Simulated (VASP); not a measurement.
# MgO (Fm-3m) in VASP: further runs

The runs below take MgO through G0W0 quasiparticle levels, with PBE.

Program: VASP 6.6.1. These are calculated values, not measurements. Logs are shortened: lines on timing, memory, paths and dates and some standing lists are left out, and cuts for length are marked.

**1. The cell of the first run**

The structure is cubic, space group Fm-3m (No. 225). Conventional cell: a = 4.211 Å, b = 4.211 Å, c = 4.211 Å, α = 90.00°, β = 90.00°, γ = 90.00°. Mg (site symmetry m-3m) has 6 O at 2.11 Å within 2.8 Å. Within 2.8 Å of O (site symmetry m-3m) lie 6 Mg at 2.11 Å.

**2. G0W0 quasiparticle levels, PBE**

POSCAR

```
MgO
1.0
    0.0000000000      2.1055000000      2.1055000000
    2.1055000000      0.0000000000      2.1055000000
    2.1055000000      2.1055000000      0.0000000000
Mg O
1 1
Direct
    0.0000000000      0.0000000000      0.0000000000
    0.5000000000      0.5000000000      0.5000000000
```

INCAR.step1

```
SYSTEM = MgO
PREC = Accurate ; ENCUT = 500
EDIFF = 1E-8 ; ISMEAR = 0
SIGMA = 0.01 ; LREAL = .False.
LASPH = .True. ; NELM = 60
ALGO = Normal ; LWAVE = .True.
LCHARG = .False. ; GGA = PE
```

INCAR.step2

```
SYSTEM = MgO
PREC = Accurate ; ENCUT = 500
EDIFF = 1E-8 ; ISMEAR = 0
SIGMA = 0.01 ; LREAL = .False.
LASPH = .True. ; NELM = 1
ALGO = Exact ; LWAVE = .True.
LCHARG = .False. ; GGA = PE
NBANDS = 60 ; LOPTICS = .True.
ISTART = 1
```

INCAR.step3

```
SYSTEM = MgO
PREC = Accurate ; ENCUT = 500
EDIFF = 1E-8 ; ISMEAR = 0
SIGMA = 0.01 ; LREAL = .False.
LASPH = .True. ; ALGO = EVGW0
LWAVE = .False. ; LCHARG = .False.
GGA = PE ; NELMGW = 1
NBANDS = 60 ; ENCUTGW = 100.0
NOMEGA = 48 ; PRECFOCK = Fast
ISTART = 1 ; NBANDSGW = 12
```

KPOINTS

```
regular mesh
0
Gamma
  2 2 2
  0 0 0
```

Potentials or basis: VASP PAW PBE potentials, release 64 (Mg_GW, O_GW).

Run with:

```bash
cat potpaw_PBE.64/Mg_GW/POTCAR potpaw_PBE.64/O_GW/POTCAR > POTCAR
cp INCAR.step1 INCAR
mpirun -np 1 vasp_std > vasp.out
cp INCAR.step2 INCAR
mpirun -np 1 vasp_std > vasp.out
cp INCAR.step3 INCAR
mpirun -np 1 vasp_std > vasp.out
```

OUTCAR:

```text
SYSTEM = MgO
   PREC = Accurate
   ENCUT = 500
   EDIFF = 1E-8
   ISMEAR = 0
   LREAL = .False.
   LASPH = .True.
   GGA = PE
   NELMGW = 1
   ENCUTGW = 100.0
   PRECFOCK = Fast
   ISTART = 1

 ion  position               nearest neighbor table
   1  0.000  0.000  0.000-   2 2.11   2 2.11   2 2.11   2 2.11   2 2.11   2 2.11
   2  0.500  0.500  0.500-   1 2.11   1 2.11   1 2.11   1 2.11   1 2.11   1 2.11

  LATTYP: Found a face centered cubic cell.
 ALAT       =     4.2110000000

  Lattice vectors:

 A1 = (   0.0000000000,   2.1055000000,   2.1055000000)
 A2 = (   2.1055000000,   0.0000000000,   2.1055000000)
 A3 = (   2.1055000000,   2.1055000000,   0.0000000000)

Analysis of symmetry for initial positions (statically):
=====================================================================
 Subroutine PRICEL returns:
 Original cell was already a primitive cell.

 Routine SETGRP: Setting up the symmetry group for a
 face centered cubic supercell.

 Subroutine GETGRP returns: Found 48 space group operations
 (whereof 48 operations were pure point group operations)
 out of a pool of 48 trial point group operations.

The static configuration has the point symmetry O_h .

Analysis of symmetry for dynamics (positions and initial velocities):
=====================================================================
 Subroutine PRICEL returns:
 Original cell was already a primitive cell.

 Routine SETGRP: Setting up the symmetry group for a
 face centered cubic supercell.

 Subroutine GETGRP returns: Found 48 space group operations
 (whereof 48 operations were pure point group operations)
 out of a pool of 48 trial point group operations.

The dynamic configuration has the point symmetry O_h .

 Subroutine INISYM returns: Found 48 space group operations
 (whereof 48 operations are pure point group operations),
 and found     1 'primitive' translations

----------------------------------------------------------------------------------------

[... 69 lines left out ...]
   NELM   =     60;   NELMIN=  2; NELMDL=  0     # of ELM steps
   EDIFF  = 0.1E-07   stopping-criterion for ELM
   LREAL  =      F    real-space projection
   EDIFFG = 0.1E-06   stopping-criterion for IOM
   NSW    =      0    number of steps for IOM
   IBRION =     -1    ionic relax: 0-MD 1-quasi-New 2-CG
   NFREE  =      0    steps in history (QN), initial steepest desc. (CG)
   ISIF   =      0    stress and relaxation
   ISYM   =      3    0-nonsym 1-usesym 2-fastsym
   POTIM  = 0.5000    time-step for ionic-motion
   TEBEG  =    0.0;   TEEND  =   0.0 temperature during run
   PSTRESS=    0.0 pullay stress
   NELECT =       8.0000    total number of electrons
   NUPDOWN=      -1.0000    fix difference up-down
   EMIN   =  10.00;   EMAX   =-10.00  energy-range for DOS
   EFERMI =   0.00;   METHOD = LEGACY
   ISMEAR =     0;   SIGMA  =   0.01  broadening in eV -4-tet -1-fermi 0-gaus
   EFERMI_NEDOS =   21; number of points for ismear=-14 and -15
   IALGO  =     38    algorithm
   IMIX   =      4    mixing-type and parameters
     AMIX     =   0.40;   BMIX     =  1.00
     AMIX_MAG =   1.60;   BMIX_MAG =  1.00
  volume/ion in A,a.u.               =       9.33        62.99
  Fermi-wavevector in a.u.,A,eV,Ry     =   1.234259  2.332411 20.727046  1.523395
  Thomas-Fermi vector in A             =   2.368956
   LORBIT       =      0    0 simple, 1 ext, 2 COOP (PROOUT), +10 PAW based schemes
   GGA     = PE    functional components
   LHFCALC =     T    Hartree Fock is set to
   PRECFOCK=fast      Normal, Fast or Accurate (Low or Medium for compatibility)
   ENCUT4O =  -1.0   cutoff for four orbital integrals eV
   NKREDX  =     1    reduce k-point grid by
   NKREDY  =     1    reduce k-point grid by
   NKREDZ  =     1    reduce k-point grid by
   AEXX    =    1.0000 exact exchange contribution
   HFSCREEN=    0.0000 screening length (either q_TF or 0.3 A-1)
   HFSCREENC=   0.0000 screening length for correlation (either q_TF or 0.3 A-1)
   ENCUTFOCK=  -1.0 apply spherical cutoff to Coloumb kernel
   IVDW    =     0    specifies the selected vdW correction
   LEPSILON=     F    determine dielectric tensor
   LRPA    =     F    only Hartree local field effects (RPA)
   LRPAFORCE           =     F    calculate RPA forces
   ENCUTGW             = 100.0    cutoff for response function in eV
   ENCUTGWSOFT         =  80.0    soft cutoff for Coulomb kernel in GW response function in eV
   ENCUTLF             =  -1.0    cutoff for local field effects
   NELMGW              =     1    number of iterations in solving QP/BSE equation
   NELMHF              =     1    number of iterations in the inner HF iteration
   NKREDLFX            =     1    NKREDLFY  =   1   NKREDLFZ  =   1
 non-spin polarized calculation
 Gauss-broadening in eV      SIGMA  =   0.01
  energy-cutoff  :      500.00
  volume of cell :       18.67
 maximum number of plane-waves:       476
 NGX is ok and might be reduce to    24
  NGX = 12; NGY = 12; NGZ = 12
   NGX = 11   NGY = 11   NGZ = 11
 maximum number of plane-waves:        51
 NGX is ok and might be reduce to    10

 QP shifts <psi_nk| G(iteration)W_0 |psi_nk>: iteration 1
 for sc-GW calculations column KS-energies equals QP-energies in previous step
 and V_xc(KS)=  KS-energies - (<T + V_ion + V_H > + <T+V_H+V_ion>^1  + <V_x>^1)

 k-point   1 :       0.0000    0.0000    0.0000
  band No.  KS-energies  QP-energies   sigma(KS)   V_xc(KS)     V^pw_x(r,r')   Z            occupation Imag(sigma)

      1     -13.6537     -16.0572     -21.1148     -18.0055     -29.7069       0.7730       2.0000       1.2819
      2       3.6850       2.7124     -20.9520     -19.6833     -25.9711       0.7666       2.0000       0.2414
      3       3.6850       2.7124     -20.9520     -19.6833     -25.9711       0.7666       2.0000       0.2414
      4       3.6850       2.7124     -20.9520     -19.6833     -25.9711       0.7666       2.0000       0.2414
      5       8.1678       9.0399     -11.0416     -12.1429      -6.4959       0.7918       0.0000      -0.2150
      6      19.0813      19.7719      -8.0229      -8.8994      -2.8153       0.7879       0.0000      -0.2306
      7      19.0813      19.7719      -8.0229      -8.8994      -2.8153       0.7879       0.0000      -0.2306
      8      19.0813      19.7719      -8.0229      -8.8994      -2.8153       0.7879       0.0000      -0.2306
      9      23.0907      23.0213      -7.6618      -7.5740      -1.4619       0.7904       0.0000      -0.8258
     10      24.7501      25.8024      -8.4690      -9.8061      -3.1631       0.7870       0.0000      -0.2637
     11      24.7501      25.8024      -8.4690      -9.8061      -3.1631       0.7870       0.0000      -0.2637
     12      27.2693      28.4108      -7.9685      -9.3913      -1.8157       0.8023       0.0000      -0.7890
[... 20 lines left out ...]
      1     -12.0409     -14.2244     -22.7649     -19.7807     -31.2760       0.7317       2.0000       1.1030
      2      -0.5795      -2.1110     -16.9937     -14.9960     -21.6574       0.7666       2.0000       0.2628
      3       2.2681       1.0784     -19.5979     -18.0417     -24.5446       0.7646       2.0000       0.2519
      4       2.2681       1.0784     -19.5979     -18.0417     -24.5446       0.7646       2.0000       0.2519
      5      12.4359      12.8536      -7.8256      -8.3484      -2.9064       0.7991       0.0000      -0.2006
      6      13.2245      14.0930      -8.4342      -9.5313      -3.5282       0.7916       0.0000      -0.2079
      7      16.6850      18.0730     -13.3733     -15.2067      -8.3598       0.7571       0.0000      -0.2877
      8      22.3234      23.6645     -10.6142     -12.3784      -4.7725       0.7602       0.0000      -0.4653
      9      22.3234      23.6645     -10.6142     -12.3784      -4.7725       0.7602       0.0000      -0.4653
     10      28.6235      30.0985      -9.7326     -11.5628      -3.8605       0.8059       0.0000      -0.6405
     11      30.0854      31.4559      -8.6129     -10.3349      -3.2041       0.7959       0.0000      -0.3446
     12      34.0310      34.6973      -7.5516      -8.3863      -1.4597       0.7982       0.0000      -0.7890
```

OUTCAR.step1:

```text
SYSTEM = MgO
   PREC = Accurate
   ENCUT = 500
   EDIFF = 1E-8
   ISMEAR = 0
   LREAL = .False.
   LASPH = .True.
[... 230 lines left out ...]
      0.00000      0.00000      0.00000        -0.000000     -0.000000      0.000000
      2.10550      2.10550      2.10550         0.000000      0.000000     -0.000000
 -----------------------------------------------------------------------------------
    total drift:                               -0.000000     -0.000000      0.000000

  FREE ENERGIE OF THE ION-ELECTRON SYSTEM (eV)
  ---------------------------------------------------
  free  energy   TOTEN  =       -11.0559850772 eV

  energy  without entropy=      -11.0559850772  energy(sigma->0) =      -11.05598508
```

It took 4.7 s on 1 thread of Intel Xeon 6975P-C (Granite Rapids), shared host; peak memory 0.14 GiB.

Results:

```
Band gap on the k mesh, mean-field level : 4.48 eV, direct
Quasiparticle gap                        : 6.33 eV
Least direct quasiparticle gap           : 6.33 eV
```

Levels at points of the mesh, in eV from the valence-band top:
```
           k point  band 1  band 2  band 3  band 4  band 5  band 6  band 7  band 8
(0.00, 0.00, 0.00)  -17.34    0.00    0.00    0.00    4.48   15.40   15.40   15.40
(0.50, 0.00, 0.00)  -16.00   -4.82   -0.68   -0.68    7.58   12.51   15.83   15.83
(0.50, 0.50, 0.00)  -15.73   -4.26   -1.42   -1.42    8.75    9.54   13.00   18.64
```

Caveat: the k points lie up to 1.29 Å⁻¹ apart; bands, screening cutoff and mesh are small and nothing is extrapolated, so the quasiparticle values aren't converged.

**3. G0W0 quasiparticle levels, PBE**

POSCAR is that of step 2.

INCAR.step1

```
PREC = Accurate ; ENCUT = 500
EDIFF = 1E-8 ; ISMEAR = 0
SIGMA = 0.01 ; LREAL = False
LASPH = True ; NELM = 60
ALGO = Normal ; LWAVE = True
LCHARG = False ; GGA = PE
```

INCAR.step2

```
PREC = Accurate ; ENCUT = 500
EDIFF = 1E-8 ; ISMEAR = 0
SIGMA = 0.01 ; LREAL = False
LASPH = True ; NELM = 1
ALGO = Exact ; LWAVE = True
LCHARG = False ; GGA = PE
NBANDS = 361 ; LOPTICS = True
ISTART = 1
```

INCAR.step3

```
PREC = Accurate ; ENCUT = 500
EDIFF = 1E-8 ; ISMEAR = 0
SIGMA = 0.01 ; LREAL = False
LASPH = True ; ALGO = EVGW0
LWAVE = False ; LCHARG = False
GGA = PE ; NELMGW = 1
NBANDS = 361 ; ENCUTGW = 200
NOMEGA = 48 ; PRECFOCK = Fast
ISTART = 1 ; NBANDSGW = 12
```

KPOINTS

```
regular mesh
0
Gamma
  2 2 2
```

Potentials or basis: VASP PAW PBE potentials, release 64 (Mg_GW, O_GW).

Run with:

```bash
cat potpaw_PBE.64/Mg_GW/POTCAR potpaw_PBE.64/O_GW/POTCAR > POTCAR
cp INCAR.step1 INCAR
mpirun -np 1 vasp_std > vasp.out
cp INCAR.step2 INCAR
mpirun -np 1 vasp_std > vasp.out
cp INCAR.step3 INCAR
mpirun -np 1 vasp_std > vasp.out
```

OUTCAR:

```text
PREC = Accurate
   ENCUT = 500
   EDIFF = 1E-8
   ISMEAR = 0
   LREAL = False
   LASPH = True
   GGA = PE
   NELMGW = 1
   ENCUTGW = 200
   PRECFOCK = Fast
   ISTART = 1

 ion  position               nearest neighbor table
   1  0.000  0.000  0.000-   2 2.11   2 2.11   2 2.11   2 2.11   2 2.11   2 2.11
[... 179 lines left out ...]
      2       3.6850       2.3499     -21.4104     -19.6833     -25.9711       0.7730       2.0000       0.2329
      3       3.6850       2.3499     -21.4104     -19.6833     -25.9711       0.7730       2.0000       0.2329
      4       3.6850       2.3499     -21.4104     -19.6833     -25.9711       0.7730       2.0000       0.2329
      5       8.1678       9.0129     -11.0672     -12.1429      -6.4959       0.7856       0.0000      -0.2165
      6      19.0813      19.6855      -8.1356      -8.8994      -2.8153       0.7910       0.0000      -0.1882
      7      19.0813      19.6855      -8.1356      -8.8994      -2.8153       0.7910       0.0000      -0.1882
      8      19.0813      19.6855      -8.1356      -8.8994      -2.8153       0.7910       0.0000      -0.1882
      9      23.0907      22.9508      -7.7538      -7.5740      -1.4619       0.7781       0.0000      -0.7298
     10      24.7501      25.6441      -8.6633      -9.8061      -3.1631       0.7823       0.0000      -0.2047
     11      24.7501      25.6441      -8.6633      -9.8061      -3.1631       0.7823       0.0000      -0.2047
     12      27.2693      28.3370      -8.1056      -9.3913      -1.8157       0.8304       0.0000      -0.7306
[... 20 lines left out ...]
      1     -12.0409     -14.5194     -23.1719     -19.7807     -31.2760       0.7309       2.0000       1.1053
      2      -0.5795      -2.3335     -17.3174     -14.9960     -21.6574       0.7556       2.0000       0.2090
      3       2.2681       0.7848     -20.0006     -18.0417     -24.5446       0.7572       2.0000       0.2350
      4       2.2681       0.7848     -20.0006     -18.0417     -24.5446       0.7572       2.0000       0.2350
      5      12.4359      12.8008      -7.8919      -8.3484      -2.9064       0.7995       0.0000      -0.1437
      6      13.2245      14.0323      -8.5089      -9.5313      -3.5282       0.7901       0.0000      -0.1580
      7      16.6850      17.8609     -13.6446     -15.2067      -8.3598       0.7528       0.0000      -0.2017
      8      22.3234      23.5340     -10.7967     -12.3784      -4.7725       0.7654       0.0000      -0.3808
      9      22.3234      23.5340     -10.7967     -12.3784      -4.7725       0.7654       0.0000      -0.3808
     10      28.6235      29.8898      -9.9527     -11.5628      -3.8605       0.7865       0.0000      -0.5988
     11      30.0854      31.2350      -8.8770     -10.3349      -3.2041       0.7886       0.0000      -0.2898
     12      34.0310      34.5642      -7.6957      -8.3863      -1.4597       0.7721       0.0000      -0.6944
```

Wall time 15 s (1 thread of Intel Xeon Platinum 8488C (Sapphire Rapids), shared host); peak memory 0.16 GiB.

Results:

| Quantity | Value |
| --- | --- |
| Band gap on the k mesh, mean-field level | 4.48 eV, direct |
| Quasiparticle gap | 6.66 eV |
| Least direct quasiparticle gap | 6.66 eV |

Caveat: the k points lie up to 1.29 Å⁻¹ apart; bands, screening cutoff and mesh are small and nothing is extrapolated, so the quasiparticle values aren't converged.

(Continued in part 2 of 2.)
